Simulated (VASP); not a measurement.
# NaHF2 (R-3m) in VASP: a series of runs

NaHF2 is run at these levels: PBEsol+D3(BJ); tasks: single point.

Everything below comes from runs of VASP 6.6.1. Logs are shortened: lines on timing, memory, paths and dates and some standing lists are left out, and cuts for length are marked.

**1. The cell of the first run**

It takes space group R-3m (No. 166, trigonal). Conventional cell: a = 3.588 Å, b = 3.588 Å, c = 10.747 Å, α = 90.00°, β = 90.00°, γ = 120.00°. Na (site symmetry -3m) has 6 F at 2.26 Å and 6 H at 2.74 Å within 3.0 Å. Within 1.2 Å of H (site symmetry -3m) lie 2 F at 0.89 Å. Within 1.2 Å of F (site symmetry 3m) lie 1 H at 0.89 Å.

**2. Single point, PBEsol+D3(BJ)**

Input file INCAR:

```
SYSTEM = NaHF2
ALGO = Normal
EDIFF = 1E-7
ENCUT = 520
GGA = PS
ISIF = 2
ISMEAR = 0
IVDW = 12
LASPH = .TRUE.
LCHARG = .TRUE.
LELF = .TRUE.
LREAL = .FALSE.
LVHAR = .TRUE.
LWAVE = .FALSE.
NBANDS = 19
NELM = 100
PREC = Accurate
SIGMA = 0.05
```

Input file KPOINTS:

```
k-points
0
G
  9 9 9
  0 0 0
```

Input file POSCAR:

```
NaHF2
1.0
    1.7938500000      1.0356797804      3.5822333333
   -1.7938500000      1.0356797804      3.5822333333
    0.0000000000     -2.0713595608      3.5822333333
Na H F
1 1 2
Direct
    0.0000000000      0.0000000000      0.0000000000
    0.5000000000      0.5000000000      0.5000000000
    0.4168825606      0.4168825606      0.4168825606
    0.5831174394      0.5831174394      0.5831174394
```

Potentials or basis: VASP PAW PBE potentials, release 64 (Na_pv, H, F).

The run is started by

```console
> cat potpaw_PBE.64/Na_pv/POTCAR potpaw_PBE.64/H/POTCAR potpaw_PBE.64/F/POTCAR > POTCAR
> mpirun -np 1 vasp_std > vasp.out
```

OUTCAR:

```text
SYSTEM = NaHF2
   EDIFF = 1E-7
   ENCUT = 520
   GGA = PS
   ISIF = 2
   ISMEAR = 0
   IVDW = 12
   LASPH = .TRUE.
   LREAL = .FALSE.
   NELM = 100
   PREC = Accurate
 IVDW          = 12

 ion  position               nearest neighbor table
   1  0.000  0.000  0.000-   4 2.26   4 2.26   3 2.26   3 2.26   4 2.26   3 2.26
   2  0.500  0.500  0.500-   3 0.89   4 0.89
   3  0.417  0.417  0.417-   2 0.89   4 1.79   1 2.26   1 2.26   1 2.26
   4  0.583  0.583  0.583-   2 0.89   3 1.79   1 2.26   1 2.26   1 2.26

  LATTYP: Found a trigonal (rhomboedric) cell.
 ALAT       =     4.1379857521
 COS(alpha) =     0.6241415974

  Lattice vectors:

 A1 = (   1.7938500000,   1.0356797804,   3.5822333333)
 A2 = (  -1.7938500000,   1.0356797804,   3.5822333333)
 A3 = (   0.0000000000,  -2.0713595608,   3.5822333333)

Analysis of symmetry for initial positions (statically):
=====================================================================
 Subroutine PRICEL returns:
 Original cell was already a primitive cell.

 Routine SETGRP: Setting up the symmetry group for a
 trigonal (rhombohedral) supercell.

 Subroutine GETGRP returns: Found 12 space group operations
 (whereof 12 operations were pure point group operations)
 out of a pool of 12 trial point group operations.

The static configuration has the point symmetry D_3d.

Analysis of symmetry for dynamics (positions and initial velocities):
=====================================================================
 Subroutine PRICEL returns:
 Original cell was already a primitive cell.

 Routine SETGRP: Setting up the symmetry group for a
 trigonal (rhombohedral) supercell.

 Subroutine GETGRP returns: Found 12 space group operations
 (whereof 12 operations were pure point group operations)
 out of a pool of 12 trial point group operations.

The dynamic configuration has the point symmetry D_3d.

 Subroutine INISYM returns: Found 12 space group operations
 (whereof 12 operations are pure point group operations),
 and found     1 'primitive' translations

----------------------------------------------------------------------------------------

                                     Primitive cell

  volume of cell :      39.9316

  direct lattice vectors                    reciprocal lattice vectors
     1.793850000  1.035679780  3.582233333     0.278730106  0.160924902  0.093051821
    -1.793850000  1.035679780  3.582233333    -0.278730106  0.160924902  0.093051821
     0.000000000 -2.071359561  3.582233333     0.000000000 -0.321849803  0.093051821

  length of vectors
     4.137985752  4.137985752  4.137985752     0.335031248  0.335031248  0.335031248

  position of ions in fractional coordinates (direct lattice)
     0.000000000  0.000000000  0.000000000
     0.500000000  0.500000000  0.500000000
     0.416882561  0.416882561  0.416882561
     0.583117439  0.583117439  0.583117439

  ion indices of the primitive-cell ions
   primitive index   ion index
                 1           1
                 2           2
                 3           3
                 4           4

----------------------------------------------------------------------------------------

 KPOINTS: k-points

Automatic generation of k-mesh.
 Grid dimensions read from file:
 generate k-points for:    9    9    9

 Generating k-lattice:

  Cartesian coordinates                     Fractional coordinates (reciprocal lattice)
     0.030970012  0.017880545  0.010339091     0.111111111  0.000000000  0.000000000
    -0.030970012  0.017880545  0.010339091     0.000000000  0.111111111  0.000000000
     0.000000000 -0.035761089  0.010339091     0.000000000  0.000000000  0.111111111

  Length of vectors
     0.037225694  0.037225694  0.037225694

  Shift w.r.t. Gamma in fractional coordinates (k-lattice)
     0.000000000  0.000000000  0.000000000

 Subroutine IBZKPT returns following result:
 ===========================================

 Found     85 irreducible k-points:

 Following reciprocal coordinates:
            Coordinates               Weight
  0.000000  0.000000  0.000000      1.000000
  0.111111  0.000000  0.000000      6.000000
  0.222222  0.000000  0.000000      6.000000
  0.333333  0.000000  0.000000      6.000000
  0.444444  0.000000  0.000000      6.000000
  0.111111  0.111111  0.000000      6.000000
[... 16 lines left out ...]
 -0.333333  0.333333  0.000000      6.000000
  0.444444  0.444444  0.000000      6.000000
 [... further k-points ...]
   k-points           NKPTS =     85   k-points in BZ     NKDIM =     85   number of bands    NBANDS=     19
   number of dos      NEDOS =    301   number of ions     NIONS =      4
   total plane-waves  NPLWV =  32768
   dimension x,y,z NGX =    32 NGY =   32 NGZ =   32
   dimension x,y,z NGXF=    64 NGYF=   64 NGZF=   64
   ions per type =               1   1   2
   NGX,Y,Z   is equivalent  to a cutoff of  12.86, 12.86, 12.86 a.u.
   NGXF,Y,Z  is equivalent  to a cutoff of  25.71, 25.71, 25.71 a.u.
 SYSTEM =  NaHF2
   PREC   = accura    normal or accurate (medium, high low for compatibility)
   ISTART =      0    job   : 0-new  1-cont  2-samecut
   ICHARG =      2    charge: 1-file 2-atom 10-const
   ISPIN  =      1    spin polarized calculation?
   LNONCOLLINEAR =      F non collinear calculations
   LSORBIT =      F    spin-orbit coupling
   LASPH  =      T    aspherical Exc in radial PAW
   ENCUT  =  520.0 eV  38.22 Ry    6.18 a.u.   7.69  7.69  7.69*2*pi/ulx,y,z
   NELM   =    100;   NELMIN=  2; NELMDL= -5     # of ELM steps
   EDIFF  = 0.1E-06   stopping-criterion for ELM
   LREAL  =      F    real-space projection
   EDIFFG = 0.1E-05   stopping-criterion for IOM
   NSW    =      0    number of steps for IOM
   IBRION =     -1    ionic relax: 0-MD 1-quasi-New 2-CG
   NFREE  =      0    steps in history (QN), initial steepest desc. (CG)
   ISIF   =      2    stress and relaxation
   ISYM   =      2    0-nonsym 1-usesym 2-fastsym
   POTIM  = 0.5000    time-step for ionic-motion
   TEBEG  =    0.0;   TEEND  =   0.0 temperature during run
   PSTRESS=    0.0 pullay stress
   NELECT =      22.0000    total number of electrons
   NUPDOWN=      -1.0000    fix difference up-down
   EMIN   =  10.00;   EMAX   =-10.00  energy-range for DOS
   EFERMI =   0.00;   METHOD = LEGACY
   ISMEAR =     0;   SIGMA  =   0.05  broadening in eV -4-tet -1-fermi 0-gaus
   EFERMI_NEDOS =   21; number of points for ismear=-14 and -15
   IALGO  =     38    algorithm
   IMIX   =      4    mixing-type and parameters
     AMIX     =   0.40;   BMIX     =  1.00
     AMIX_MAG =   1.60;   BMIX_MAG =  1.00
  volume/ion in A,a.u.               =       9.98        67.37
  Fermi-wavevector in a.u.,A,eV,Ry     =   1.342075  2.536154 24.506344  1.801166
  Thomas-Fermi vector in A             =   2.470258
   LORBIT       =      0    0 simple, 1 ext, 2 COOP (PROOUT), +10 PAW based schemes
   GGA     = PS    functional components
   LHFCALC =     F    Hartree Fock is set to
   AEXX    =    0.0000 exact exchange contribution
   IVDW    =    12    specifies the selected vdW correction
   LEPSILON=     F    determine dielectric tensor
   LRPA    =     F    only Hartree local field effects (RPA)
 non-spin polarized calculation
 Gauss-broadening in eV      SIGMA  =   0.05
  energy-cutoff  :      520.00
  volume of cell :       39.93
 maximum number of plane-waves:      1105
   NGX = 15   NGY = 15   NGZ = 15

 number of electron      21.9999989 magnetization

 Free energy of the ion-electron system (eV)
  ---------------------------------------------------
  ext. energy  EPLUGINS =         0.00000000
  ---------------------------------------------------
  free energy    TOTEN  =       -14.18663379 eV

  energy without entropy =      -14.18663379  energy(sigma->0) =      -14.18663379

 E-fermi :  -1.5900     XC(G=0):  -8.8608

 val. band max:       -1.7925896774   @ k =   0.0000   0.0000   0.0000
 cond. band min:       4.1794018885   @ k =   0.0000   0.0000   0.0000
 fundamental gap:      5.9719915658
 Fermi energy:        -1.5900470937

 k-point     1 :       0.0000    0.0000    0.0000
  band No.  band energies     occupation
      1     -26.2989      2.00000
      2     -21.8792      2.00000
      3     -21.1663      2.00000
      4     -21.1663      2.00000
      5     -20.9394      2.00000
      6      -9.5811      2.00000
[... 11 lines left out ...]
     18      18.3074      0.00000
     19      18.3074      0.00000

 k-point     2 :       0.1111    0.0000    0.0000
  band No.  band energies     occupation
      1     -26.2932      2.00000
      2     -21.8623      2.00000
      3     -21.1681      2.00000
      4     -21.1647      2.00000
      5     -20.9707      2.00000
      6      -9.5337      2.00000
[... 11 lines left out ...]
     18      18.1950      0.00000
     19      19.3063      0.00000

 k-point     3 :       0.2222    0.0000    0.0000
  band No.  band energies     occupation
      1     -26.2798      2.00000
      2     -21.8137      2.00000
      3     -21.1728      2.00000
      4     -21.1612      2.00000
      5     -21.0556      2.00000
      6      -9.4092      2.00000
[... 11 lines left out ...]
     18      17.9822      0.00000
     19      20.2969      0.00000

 k-point     4 :       0.3333    0.0000    0.0000
  band No.  band energies     occupation
      1     -26.2644      2.00000
      2     -21.7423      2.00000
      3     -21.1786      2.00000
      4     -21.1781      2.00000
      5     -21.1473      2.00000
      6      -9.2567      2.00000
[... 11 lines left out ...]
     18      17.8155      0.00000
     19      19.8192      0.00000

 k-point     5 :       0.4444    0.0000    0.0000
  band No.  band energies     occupation
      1     -26.2547      2.00000
      2     -21.6760      2.00000
      3     -21.2669      2.00000
      4     -21.1815      2.00000
      5     -21.1500      2.00000
      6      -9.1489      2.00000
[... 11 lines left out ...]
     18      17.7330      0.00000
     19      19.2574      0.00000

 k-point     6 :       0.1111    0.1111    0.0000
  band No.  band energies     occupation
      1     -26.2876      2.00000
      2     -21.8717      2.00000
      3     -21.1693      2.00000
      4     -21.1685      2.00000
      5     -20.9714      2.00000
      6      -9.4977      2.00000
[... 11 lines left out ...]
     18      18.5870      0.00000
     19      19.3133      0.00000

 k-point     7 :       0.2222    0.1111    0.0000
  band No.  band energies     occupation
      1     -26.2726      2.00000
      2     -21.8615      2.00000
      3     -21.1873      2.00000
      4     -21.1676      2.00000
      5     -21.0031      2.00000
      6      -9.3850      2.00000
[... 11 lines left out ...]
     18      18.3923      0.00000
     19      20.5254      0.00000

 k-point     8 :       0.3333    0.1111    0.0000
  band No.  band energies     occupation
      1     -26.2551      2.00000
      2     -21.8325      2.00000
      3     -21.2220      2.00000
      4     -21.1647      2.00000
      5     -21.0435      2.00000
      6      -9.2394      2.00000
[... 256 lines left out ...]
 k-point    20 :       0.3333    0.3333    0.0000
  band No.  band energies     occupation
      1     -26.2015      2.00000
      2     -22.0827      2.00000
      3     -21.2705      2.00000
      4     -21.1809      2.00000
      5     -20.8173      2.00000
      6      -9.0625      2.00000
[... 11 lines left out ...]
     18      19.5540      0.00000
     19      19.7743      0.00000

 k-point    21 :       0.4444    0.3333    0.0000
  band No.  band energies     occupation
      1     -26.1819      2.00000
      2     -22.1426      2.00000
      3     -21.2831      2.00000
      4     -21.1811      2.00000
      5     -20.7761      2.00000
      6      -8.9785      2.00000
[... 11 lines left out ...]
     18      19.0051      0.00000
     19      20.8905      0.00000

 k-point    22 :      -0.4444    0.3333   -0.0000
  band No.  band energies     occupation
      1     -26.1813      2.00000
      2     -22.1281      2.00000
      3     -21.2883      2.00000
      4     -21.1765      2.00000
      5     -20.7902      2.00000
      6      -8.9560      2.00000
[... 11 lines left out ...]
     18      20.0370      0.00000
     19      20.4870      0.00000

 k-point    23 :      -0.3333    0.3333    0.0000
  band No.  band energies     occupation
      1     -26.2001      2.00000
      2     -22.0402      2.00000
      3     -21.2877      2.00000
      4     -21.1690      2.00000
      5     -20.8551      2.00000
      6      -9.0099      2.00000
[... 11 lines left out ...]
     18      18.7178      0.00000
     19      21.9415      0.00000

 k-point    24 :       0.4444    0.4444    0.0000
  band No.  band energies     occupation
      1     -26.1599      2.00000
      2     -22.2298      2.00000
      3     -21.2894      2.00000
      4     -21.1853      2.00000
      5     -20.7107      2.00000
      6      -8.9171      2.00000
[... 11 lines left out ...]
     18      19.5025      0.00000
     19      21.5169      0.00000

 [... further k-points ...]

------------------------ aborting loop because EDIFF is reached ----------------------------------------

 Edisp (eV)   -0.33163

 E8    (eV) :    -0.1975

  FORCE on cell =-STRESS in cart. coord.  units (eV):
  Direction    XX          YY          ZZ          XY          YZ          ZX
  --------------------------------------------------------------------------------------
  -------------------------------------------------------------------------------------
  Total       0.26113     0.26113    33.77486     0.00000     0.00000    -0.00000
  in kB      10.47719    10.47719  1355.14996     0.00000     0.00000    -0.00000
  external pressure =      458.70 kB  Pullay stress =        0.00 kB

 VOLUME and BASIS-vectors are now :
 -----------------------------------------------------------------------------
  energy-cutoff  :      520.00
  volume of cell :       39.93
      direct lattice vectors                 reciprocal lattice vectors
     1.793850000  1.035679780  3.582233333     0.278730106  0.160924902  0.093051821
    -1.793850000  1.035679780  3.582233333    -0.278730106  0.160924902  0.093051821
     0.000000000 -2.071359561  3.582233333     0.000000000 -0.321849803  0.093051821

 POSITION                                       TOTAL-FORCE (eV/Angst)
 -----------------------------------------------------------------------------------
      0.00000      0.00000      0.00000        -0.000000      0.000000     -0.000000
      0.00000      0.00000      5.37335         0.000000      0.000000     -0.000000
      0.00000      0.00000      4.48011        -0.000000      0.000000    -17.597894
      0.00000      0.00000      6.26659        -0.000000     -0.000000     17.597894
 -----------------------------------------------------------------------------------
    total drift:                               -0.000000      0.000000      0.000000

  FREE ENERGIE OF THE ION-ELECTRON SYSTEM (eV)
  ---------------------------------------------------
  free  energy   TOTEN  =       -14.5182674377 eV

  energy  without entropy=      -14.5182674377  energy(sigma->0) =      -14.51826744
```

Run time: 36 s. Hardware: 1 thread of AMD EPYC 9R45 (Zen 5), shared host; peak memory 0.18 GiB.

Results:

* Free energy: -14.5183 eV
* Pressure: 45.9 GPa
* Largest force: 17.598 eV/Å
* Band gap on the k mesh: 5.97 eV
* Dispersion energy per atom: -0.083 eV

Forces on the atoms (eV/Å):
```
Na    0.000   0.000   0.000
H     0.000   0.000   0.000
F     0.000   0.000 -17.598
F     0.000   0.000  17.598
```

Caveat: the cell stands under pressure; the PAW data sets were made with another functional, which shifts forces and pressure a little; an odd mesh through Γ misses points on the zone boundary, where band edges can lie.

**3. Single point, PBEsol+D3(BJ)**

This run uses another cell than the first one, of 9.95 Å³/atom.

Edit INCAR of step 2 so:

```diff
@@ -15,3 +15,3 @@
 NBANDS = 19
-NELM = 100
+NELM = 80
 PREC = Accurate
```

KPOINTS is that of step 2.

Input file POSCAR:

```
NaHF2
1.0
    1.7138837399      0.9895112386      3.9112000000
   -1.7138837399      0.9895112386      3.9112000000
    0.0000000000     -1.9790224772      3.9112000000
Na H F
1 1 2
Direct
    0.0000000000      0.0000000000      0.0000000000
    0.5000000000      0.5000000000      0.5000000000
    0.4168825606      0.4168825606      0.4168825606
    0.5831174394      0.5831174394      0.5831174394
```

Potentials or basis: VASP PAW PBE potentials, release 64 (Na_pv, H, F).

The run is started by

```console
> cat potpaw_PBE.64/Na_pv/POTCAR potpaw_PBE.64/H/POTCAR potpaw_PBE.64/F/POTCAR > POTCAR
> mpirun -np 1 vasp_std > vasp.out
```

Run time: 54 s. Hardware: 1 thread of AMD EPYC 9R45 (Zen 5), shared host; peak memory 0.21 GiB.

It converged, with:

| Item | Value |
| --- | --- |
| Free energy | -16.6998 eV |
| Pressure | 26.6 GPa |
| Largest force | 7.935 eV/Å |
| Band gap on the k mesh | 6.88 eV |
| Dispersion energy per atom | -0.084 eV |

Forces in eV/Å, atoms in the order of the input:
```
Na   0.000  0.000  0.000
H    0.000  0.000  0.000
F    0.000  0.000 -7.935
F    0.000  0.000  7.935
```

Stress tensor (GPa, compression positive):
```
 3.56  0.00  0.00
 0.00  3.56  0.00
 0.00  0.00 72.59
```

Levels at points of the mesh, in eV from the valence-band top:
```
           k point  band 7  band 8  band 9  band 10  band 11  band 12  band 13  band 14  band 15  band 16
(0.00, 0.00, 0.00)   -1.51   -1.51   -0.85    -0.85     0.00     6.88    14.55    16.43    18.48    18.48
```

Caveat: the cell stands under pressure; the PAW data sets were made with another functional, which shifts forces and pressure a little; an odd mesh through Γ misses points on the zone boundary, where band edges can lie.
